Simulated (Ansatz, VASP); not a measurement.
# Al5Si in VASP and in Ansatz

```
Al Si
1.0
     2.85749    0.00000    0.00000
    -1.42874    2.47465    0.00000
     0.00000    0.00000   27.66560
Al Si
5 1
Cartesian
  0.0000 0.8249 7.9794
  0.0000 2.4747 10.3283
  0.0000 0.8249 15.0097
  0.0000 2.4747 17.3373
  1.4287 1.6498 19.6862
  1.4287 1.6498 12.6559
```

Alike in both runs: task single point; functional PBE; k mesh 16 × 16 × 1; occupations fermi-dirac, width 0.08 eV; no spin polarisation.

|  | VASP | Ansatz |
| --- | --- | --- |
| version | VASP 6.6.1 | Ansatz 0.2.0 |
| potentials or method | VASP PAW PBE potentials, release 64 (Al, Si), cutoff 520 eV | all-electron LAPW, scalar-relativistic |

|  | VASP | Ansatz | Ansatz less VASP |
| --- | --- | --- | --- |
| rms of the force components (eV/Å) | 0.118 | 0.118 | -0.0003 |

Ansatz ran all-electron here, and VASP with PAW potentials.
